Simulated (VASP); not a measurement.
# TiN (Fm-3m) in VASP: single point with LDA

Aim: the single point of TiN with LDA.

Program: VASP 6.6.1. These are calculated values, not measurements. Logs are shortened: lines on timing, memory, paths and dates and some standing lists are left out, and cuts for length are marked.

### Step 1. The cell of the first run

The structure is cubic, space group Fm-3m (No. 225). The conventional cell has a = 4.172 Å, b = 4.172 Å, c = 4.172 Å, α = 90.00°, β = 90.00°, γ = 90.00°. Ti (site symmetry m-3m) has 6 N at 2.09 Å within 2.8 Å. Within 2.8 Å of N (site symmetry m-3m) lie 6 Ti at 2.09 Å.

### Step 2. Single point, LDA

Contents of INCAR:

```
SYSTEM = TiN
PREC = Accurate
ENCUT = 1330
EDIFF = 1E-6
ISMEAR = 0
SIGMA = 0.1
LREAL = .False.
LASPH = .True.
NELM = 120
ALGO = Normal
ISIF = 2
LWAVE = .False.
LCHARG = .False.
GGA = CA
NBANDS = 16
GGA_COMPAT = .False.
```

Contents of KPOINTS:

```
regular mesh
0
Gamma
  8 8 8
  0 0 0
```

Contents of POSCAR:

```
TiN
1.0
    0.0000000000      2.0858820416      2.0858820416
    2.0858820416      0.0000000000      2.0858820416
    2.0858820416      2.0858820416      0.0000000000
Ti N
1 1
Direct
    0.0000000000      0.0000000000      0.0000000000
    0.5000000000      0.5000000000      0.5000000000
```

Potentials or basis: VASP PAW LDA potentials, release 64 (Ti_sv, N_h).

Run with:

```bash
$ cat potpaw_LDA.64/Ti_sv/POTCAR potpaw_LDA.64/N_h/POTCAR > POTCAR
$ mpirun -np 1 vasp_std > vasp.out
```

OUTCAR:

```text
SYSTEM = TiN
   PREC = Accurate
   ENCUT = 1330
   EDIFF = 1E-6
   ISMEAR = 0
   LREAL = .False.
   LASPH = .True.
   NELM = 120
   ISIF = 2
   GGA = CA

 ion  position               nearest neighbor table
   1  0.000  0.000  0.000-   2 2.09   2 2.09   2 2.09   2 2.09   2 2.09   2 2.09
   2  0.500  0.500  0.500-   1 2.09   1 2.09   1 2.09   1 2.09   1 2.09   1 2.09

  LATTYP: Found a face centered cubic cell.
 ALAT       =     4.1717640832

  Lattice vectors:

 A1 = (   0.0000000000,   2.0858820416,   2.0858820416)
 A2 = (   2.0858820416,   0.0000000000,   2.0858820416)
 A3 = (   2.0858820416,   2.0858820416,   0.0000000000)

Analysis of symmetry for initial positions (statically):
=====================================================================
 Subroutine PRICEL returns:
 Original cell was already a primitive cell.

 Routine SETGRP: Setting up the symmetry group for a
 face centered cubic supercell.

 Subroutine GETGRP returns: Found 48 space group operations
 (whereof 48 operations were pure point group operations)
 out of a pool of 48 trial point group operations.

The static configuration has the point symmetry O_h .

Analysis of symmetry for dynamics (positions and initial velocities):
=====================================================================
 Subroutine PRICEL returns:
 Original cell was already a primitive cell.

 Routine SETGRP: Setting up the symmetry group for a
 face centered cubic supercell.

 Subroutine GETGRP returns: Found 48 space group operations
 (whereof 48 operations were pure point group operations)
 out of a pool of 48 trial point group operations.

The dynamic configuration has the point symmetry O_h .

 Subroutine INISYM returns: Found 48 space group operations
 (whereof 48 operations are pure point group operations),
 and found     1 'primitive' translations

----------------------------------------------------------------------------------------

                                     Primitive cell

  volume of cell :      18.1509

  direct lattice vectors                    reciprocal lattice vectors
     0.000000000  2.085882042  2.085882042    -0.239706748  0.239706748  0.239706748
     2.085882042  0.000000000  2.085882042     0.239706748 -0.239706748  0.239706748
     2.085882042  2.085882042  0.000000000     0.239706748  0.239706748 -0.239706748

  length of vectors
     2.949882673  2.949882673  2.949882673     0.415184266  0.415184266  0.415184266

  position of ions in fractional coordinates (direct lattice)
     0.000000000  0.000000000  0.000000000
     0.500000000  0.500000000  0.500000000

  ion indices of the primitive-cell ions
   primitive index   ion index
                 1           1
                 2           2

----------------------------------------------------------------------------------------

 KPOINTS: regular mesh

Automatic generation of k-mesh.
 Grid dimensions read from file:
 generate k-points for:    8    8    8

 Generating k-lattice:

  Cartesian coordinates                     Fractional coordinates (reciprocal lattice)
    -0.029963343  0.029963343  0.029963343     0.125000000  0.000000000  0.000000000
     0.029963343 -0.029963343  0.029963343     0.000000000  0.125000000  0.000000000
     0.029963343  0.029963343 -0.029963343     0.000000000  0.000000000  0.125000000

  Length of vectors
     0.051898033  0.051898033  0.051898033

  Shift w.r.t. Gamma in fractional coordinates (k-lattice)
     0.000000000  0.000000000  0.000000000

 Subroutine IBZKPT returns following result:
 ===========================================

 Found     29 irreducible k-points:

 Following reciprocal coordinates:
            Coordinates               Weight
  0.000000  0.000000  0.000000      1.000000
  0.125000  0.000000  0.000000      8.000000
  0.250000  0.000000  0.000000      8.000000
  0.375000  0.000000  0.000000      8.000000
  0.500000  0.000000  0.000000      4.000000
  0.125000  0.125000  0.000000      6.000000
[... 16 lines left out ...]
  0.500000  0.250000  0.125000     48.000000
 -0.375000  0.250000  0.125000     24.000000
 [... further k-points ...]
   k-points           NKPTS =     29   k-points in BZ     NKDIM =     29   number of bands    NBANDS=     16
   number of dos      NEDOS =    301   number of ions     NIONS =      2
   total plane-waves  NPLWV =  46656
   dimension x,y,z NGX =    36 NGY =   36 NGZ =   36
   dimension x,y,z NGXF=    72 NGYF=   72 NGZF=   72
   ions per type =               1   1
   NGX,Y,Z   is equivalent  to a cutoff of  20.29, 20.29, 20.29 a.u.
   NGXF,Y,Z  is equivalent  to a cutoff of  40.58, 40.58, 40.58 a.u.
 SYSTEM =  TiN
   PREC   = accura    normal or accurate (medium, high low for compatibility)
   ISTART =      0    job   : 0-new  1-cont  2-samecut
   ICHARG =      2    charge: 1-file 2-atom 10-const
   ISPIN  =      1    spin polarized calculation?
   LNONCOLLINEAR =      F non collinear calculations
   LSORBIT =      F    spin-orbit coupling
   LASPH  =      T    aspherical Exc in radial PAW
   ENCUT  = 1330.0 eV  97.75 Ry    9.89 a.u.   8.77  8.77  8.77*2*pi/ulx,y,z
   NELM   =    120;   NELMIN=  2; NELMDL= -5     # of ELM steps
   EDIFF  = 0.1E-05   stopping-criterion for ELM
   LREAL  =      F    real-space projection
   EDIFFG = 0.1E-04   stopping-criterion for IOM
   NSW    =      0    number of steps for IOM
   IBRION =     -1    ionic relax: 0-MD 1-quasi-New 2-CG
   NFREE  =      0    steps in history (QN), initial steepest desc. (CG)
   ISIF   =      2    stress and relaxation
   ISYM   =      2    0-nonsym 1-usesym 2-fastsym
   POTIM  = 0.5000    time-step for ionic-motion
   TEBEG  =    0.0;   TEEND  =   0.0 temperature during run
   PSTRESS=    0.0 pullay stress
   NELECT =      17.0000    total number of electrons
   NUPDOWN=      -1.0000    fix difference up-down
   EMIN   =  10.00;   EMAX   =-10.00  energy-range for DOS
   EFERMI =   0.00;   METHOD = LEGACY
   ISMEAR =     0;   SIGMA  =   0.10  broadening in eV -4-tet -1-fermi 0-gaus
   EFERMI_NEDOS =   21; number of points for ismear=-14 and -15
   IALGO  =     38    algorithm
   IMIX   =      4    mixing-type and parameters
     AMIX     =   0.40;   BMIX     =  1.00
     AMIX_MAG =   1.60;   BMIX_MAG =  1.00
  volume/ion in A,a.u.               =       9.08        61.24
  Fermi-wavevector in a.u.,A,eV,Ry     =   1.601738  3.026845 34.906612  2.565564
  Thomas-Fermi vector in A             =   2.698669
   LORBIT       =      0    0 simple, 1 ext, 2 COOP (PROOUT), +10 PAW based schemes
   GGA     = CA    functional components
   LHFCALC =     F    Hartree Fock is set to
   AEXX    =    0.0000 exact exchange contribution
   IVDW    =     0    specifies the selected vdW correction
   LEPSILON=     F    determine dielectric tensor
   LRPA    =     F    only Hartree local field effects (RPA)
 non-spin polarized calculation
 Gauss-broadening in eV      SIGMA  =   0.10
  energy-cutoff  :     1330.00
  volume of cell :       18.15
 maximum number of plane-waves:      2012
   NGX = 17   NGY = 17   NGZ = 17

 number of electron      17.0000000 magnetization

 Free energy of the ion-electron system (eV)
  ---------------------------------------------------
  ext. energy  EPLUGINS =         0.00000000
  ---------------------------------------------------
  free energy    TOTEN  =       -21.66584478 eV

  energy without entropy =      -21.65742046  energy(sigma->0) =      -21.66163262

 E-fermi :  12.2728     XC(G=0): -13.6651

 val. band max:       12.2658971630   @ k =   0.3750   0.1250   0.0000
 cond. band min:      12.2975167233   @ k =  -0.3750   0.3750   0.1250
 fundamental gap:      0.0316195603
 Fermi energy:        12.2728099615

 k-point     1 :       0.0000    0.0000    0.0000
  band No.  band energies     occupation
      1     -44.8079      2.00000
      2     -21.1235      2.00000
      3     -21.1235      2.00000
      4     -21.1235      2.00000
      5      -4.8820      2.00000
      6      10.1878      2.00000
[... 8 lines left out ...]
     15      25.5877      0.00000
     16      32.7395      0.00000

 k-point     2 :       0.1250    0.0000    0.0000
  band No.  band energies     occupation
      1     -44.7893      2.00000
      2     -21.2475      2.00000
      3     -21.1334      2.00000
      4     -21.1334      2.00000
      5      -4.5513      2.00000
      6       8.7571      2.00000
[... 8 lines left out ...]
     15      25.8212      0.00000
     16      32.2289      0.00000

 k-point     3 :       0.2500    0.0000    0.0000
  band No.  band energies     occupation
      1     -44.7440      2.00000
      2     -21.5371      2.00000
      3     -21.1571      2.00000
      4     -21.1571      2.00000
      5      -3.6870      2.00000
      6       6.5587      2.00000
[... 8 lines left out ...]
     15      25.6182      0.00000
     16      30.3791      0.00000

 k-point     4 :       0.3750    0.0000    0.0000
  band No.  band energies     occupation
      1     -44.6982      2.00000
      2     -21.8145      2.00000
      3     -21.1806      2.00000
      4     -21.1806      2.00000
      5      -2.6553      2.00000
      6       4.6868      2.00000
[... 8 lines left out ...]
     15      26.0334      0.00000
     16      28.1792      0.00000
[... 324 lines left out ...]
 k-point    22 :       0.3750    0.2500    0.1250
  band No.  band energies     occupation
      1     -44.7103      2.00000
      2     -21.5885      2.00000
      3     -21.3000      2.00000
      4     -21.1975      2.00000
      5      -3.3253      2.00000
      6       5.7090      2.00000
[... 8 lines left out ...]
     15      25.6999      0.00000
     16      27.9880      0.00000

 k-point    23 :       0.5000    0.2500    0.1250
  band No.  band energies     occupation
      1     -44.6736      2.00000
      2     -21.7328      2.00000
      3     -21.3718      2.00000
      4     -21.2348      2.00000
      5      -2.7669      2.00000
      6       5.1351      2.00000
[... 8 lines left out ...]
     15      25.3465      0.00000
     16      26.8597      0.00000

 k-point    24 :      -0.3750    0.2500    0.1250
  band No.  band energies     occupation
      1     -44.6583      2.00000
      2     -21.7952      2.00000
      3     -21.3901      2.00000
      4     -21.2579      2.00000
      5      -2.5240      2.00000
      6       4.8988      2.00000
[... 8 lines left out ...]
     15      25.5733      0.00000
     16      26.5971      0.00000

 [... further k-points ...]
[... 5 lines left out ...]
  --------------------------------------------------------------------------------------
  -------------------------------------------------------------------------------------
  Total        0.1307047      0.1307047      0.1307047      0.0000000      0.0000000      0.0000000
  in kB       11.5372597     11.5372597     11.5372597      0.0000000      0.0000000      0.0000000
  external PRESSURE =      11.5372597 kB  Pullay stress =       0.0000000 kB

 VOLUME and BASIS-vectors are now :
 -----------------------------------------------------------------------------
  energy-cutoff  :     1330.00
  volume of cell :       18.15
      direct lattice vectors                 reciprocal lattice vectors
     0.000000000  2.085882042  2.085882042    -0.239706748  0.239706748  0.239706748
     2.085882042  0.000000000  2.085882042     0.239706748 -0.239706748  0.239706748
     2.085882042  2.085882042  0.000000000     0.239706748  0.239706748 -0.239706748

 POSITION                                       TOTAL-FORCE (eV/Angst)
 -----------------------------------------------------------------------------------
      0.00000      0.00000      0.00000         0.000000     -0.000000      0.000000
      2.08588      2.08588      2.08588        -0.000000      0.000000     -0.000000
 -----------------------------------------------------------------------------------
    total drift:                                0.000000      0.000000      0.000000

  FREE ENERGIE OF THE ION-ELECTRON SYSTEM (eV)
  ---------------------------------------------------
  free  energy   TOTEN  =       -21.6658447766 eV

  energy  without entropy=      -21.6574204582  energy(sigma->0) =      -21.66163262
```

It took 31 s on 1 thread of AMD EPYC 7R13 (Zen 3), shared host; peak memory 0.17 GiB.

What came out:

```yaml
Free_energy: -21.6658 eV
Pressure: 1.2 GPa
Band_gap_on_the_k_mesh: zero (an odd number of electrons rules out a gap without spin polarisation)
```

The gap in the log of VASP goes by the Fermi energy; the results here count the filled bands.